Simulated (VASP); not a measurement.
Here is a VASP 6.6.1 calculation.

Contents of POSCAR:

```
Li
1.0
   -1.8474175860      1.8474175860      1.5703049481
    1.8474175860     -1.8474175860      1.5703049481
    1.8474175860      1.8474175860     -1.5703049481
Li
1
Direct
    0.0000000000      0.0000000000      0.0000000000
```

File INCAR.step1:

```
ALGO = Normal
EDIFF = 1E-4
ENCUT = 520
GGA = PE
ISMEAR = 0
LASPH = True
LCHARG = False
LREAL = False
LWAVE = True
NBANDS = 8
NELM = 60
PREC = Accurate
SIGMA = 0.15
```

INCAR.step2

```
ALGO = Normal
EDIFF = 1E-7
ENCUT = 520
ISIF = 2
ISMEAR = 0
ISTART = 1
LASPH = True
LCHARG = False
LMIXTAU = True
LREAL = False
LWAVE = False
METAGGA = R2SCAN
NBANDS = 8
NELM = 60
PREC = Accurate
SIGMA = 0.15
```

File KPOINTS:

```
k-points
0
Gamma
  22 22 22
```

Potentials or basis: VASP PAW PBE potentials, release 64 (Li_sv).

Run with:

```bash
$ cat potpaw_PBE.64/Li_sv/POTCAR > POTCAR
$ cp INCAR.step1 INCAR
$ mpirun -np 1 vasp_std > vasp.out
$ cp INCAR.step2 INCAR
$ mpirun -np 1 vasp_std > vasp.out
```

(1) Predict the band gap on the k mesh.

Answers

(1) zero (an odd number of electrons rules out a gap without spin polarisation).
